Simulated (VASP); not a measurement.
Input of a VASP 6.6.1 run:

The input INCAR:

```
  ALGO = Normal
  EDIFF = 1E-6
  ENCUT = 520
  GGA = PE
  ISIF = 2
  ISMEAR = 0
  LASPH = True
  LCHARG = True
  LELF = True
  LREAL = False
  LVHAR = True
  LWAVE = False
  NBANDS = 34
  NELM = 80
  PREC = Accurate
  SIGMA = 0.1
```

The input KPOINTS:

```
k-points
0
Gamma
  4 4 4
```

The input POSCAR:

```
Cs2Cl
1.0
    8.6620488125      0.0000000000      0.0000000000
    0.0000000000      8.7611557624      0.0000000000
    0.0000000000      0.0000000000      5.0253107116
Cs Cl
4 2
Direct
    0.2894957877      0.2975703575      0.0000000000
    0.7105042123      0.7024296425      0.0000000000
    0.7894957877      0.2024296425      0.5000000000
    0.2105042123      0.7975703575      0.5000000000
    0.0000000000      0.0000000000      0.0000000000
    0.5000000000      0.5000000000      0.5000000000
```

Potentials or basis: VASP PAW PBE potentials, release 64 (Cs_sv, Cl).

Launch:

```console
$ cat potpaw_PBE.64/Cs_sv/POTCAR potpaw_PBE.64/Cl/POTCAR > POTCAR
$ mpirun -np 1 vasp_std > vasp.out
```

(1) What does it give for the largest force?

(2) What does it give for the pressure?

(3) Estimate the band gap on the k mesh.

## Answers

(1) 0.005 eV/Å.

(2) 0.0 GPa.

(3) zero (bands 25 and 26 overlap by 1.16 eV).

Caveat: spin-orbit coupling is left out, which moves the levels of the heavy elements.
